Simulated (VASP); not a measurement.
Here is a VASP 6.6.1 calculation.

INCAR

```
SYSTEM = K
PREC     = Accurate       ! precision mode
ENCUT    = 520            ! plane-wave cutoff, eV
EDIFF    = 1E-7           ! SCF threshold, eV
ISMEAR   = -1             ! smearing method
SIGMA    = 0.08           ! smearing width, eV
LREAL    = .FALSE.        ! projectors in reciprocal space
LASPH    = .TRUE.         ! aspherical terms in the spheres
NELM     = 100            ! most SCF steps
ALGO     = Normal         ! electronic algorithm
ISIF     = 2              ! what is computed and relaxed
LWAVE    = .FALSE.        ! write WAVECAR
LCHARG   = .FALSE.        ! write CHGCAR
GGA      = PE             ! functional
NBANDS   = 16             ! bands
```

File KPOINTS:

```
regular mesh
0
G
  10 10 6
  0 0 0
```

The input POSCAR:

```
K
1.0
    4.1502034916      0.0000000000      0.0000000000
   -2.0751017458      3.5941816546      0.0000000000
    0.0000000000      0.0000000000      6.7233296564
K
2
Direct
    0.3333333333      0.6666666667      0.2500000000
    0.6666666667      0.3333333333      0.7500000000
```

Potentials or basis: VASP PAW PBE potentials, release 64 (K_sv).

Command:

```sh
$ cat potpaw_PBE.64/K_sv/POTCAR > POTCAR
$ mpirun -np 1 vasp_std > vasp.out
```

Predict the pressure.

2.9 GPa.

Estimate the band gap on the k mesh.

zero (bands 9 and 10 overlap by 2.73 eV).
